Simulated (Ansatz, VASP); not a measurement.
# Ca: VASP beside Ansatz

```xyz
1
Lattice="3.3238 0.0000 0.0000 0.0000 3.3238 0.0000 0.0000 0.0000 3.3238" Properties=species:S:1:pos:R:3 pbc="T T T"
Ca    0.0000    0.0000    0.0000
```

Alike in both runs: task single point; functional PBEsol; k mesh 10 × 10 × 10; occupations fermi-dirac, width 0.1 eV; no spin polarisation.

```csv
,VASP,Ansatz
version,VASP 6.6.1,Ansatz 0.2.0
potentials or method,"VASP PAW PBE potentials, release 64 (Ca_sv), cutoff 520 eV","plane waves (420 eV) with PAW, scalar-relativistic"
valence electrons in the cell,10,10
```

|  | VASP | Ansatz | Ansatz less VASP |
| --- | --- | --- | --- |
| pressure (GPa) | 1.7 | 1.7 | -0.01 |

VASP's potentials were made for PBE, not for PBEsol, and Ansatz warns of the same on its side.
